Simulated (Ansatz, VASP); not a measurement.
# Al in VASP and in Ansatz

Contents of INCAR:

```
SYSTEM = Al
ALGO = Fast
EDIFF = 1E-6
ENCUT = 520
GGA = PE
ISIF = 2
ISMEAR = 0
LASPH = .TRUE.
LCHARG = .TRUE.
LELF = .TRUE.
LREAL = .FALSE.
LVHAR = .TRUE.
LWAVE = .FALSE.
NBANDS = 8
NELM = 100
PREC = Accurate
SIGMA = 0.15
```

File KPOINTS:

```
k-points
0
G
  20 20 20
  0 0 0
```

Contents of POSCAR:

```
Al
1.0
    0.0758992500      2.0239800000      2.0239800000
    2.0239800000      0.0758992500      2.0239800000
    2.0998792500      2.0998792500      0.0000000000
Al
1
Direct
    0.0000000000      0.0000000000      0.0000000000
```

Input for Ansatz:

```yaml
crystal:
  lattice:
    - [0.07589925, 2.02398, 2.02398]
    - [2.02398, 0.07589925, 2.02398]
    - [2.09987925, 2.09987925, 0.0]
  atoms:
    - { symbol: Al, position: [0.0, 0.0, 0.0] }
basis:
  ecutwfc: 420
kpoints:
  mp_grid: { grid: [20, 20, 20] }
hamiltonian:
  xc: pbe
scf:
  occupations: { method: gaussian, width: 0.15 }
output:
  forces: true
  stress: true
  eigenvalues: true
  write_density: true
  write_potential: true
  elf: true
  volumetric_format: npy
```

Change from the starting cell: strain +0.0750 x Voigt [0, 0, 0, 0, 0, 1], atoms carried along.

Alike in both runs: task single point; functional PBE; k mesh 20 × 20 × 20; occupations gaussian, width 0.15 eV; no spin polarisation.

```csv
,VASP,Ansatz
version,VASP 6.6.1,Ansatz 0.2.0
potentials or method,"VASP PAW PBE potentials, release 64 (Al), cutoff 520 eV","scalar-relativistic, plane waves, PAW"
valence electrons in the cell,3,3
```

```tsv
	VASP	Ansatz	Ansatz less VASP
gap on the k mesh at the Fermi level (eV)	none	none	-
pressure (GPa)	0.1	0.1	+0.04
traceless stress, the component that is largest in VASP (GPa)	-2.44	-2.44	-0.006
```

A gap of «none» marks a metal or a gap that the smearing closes.
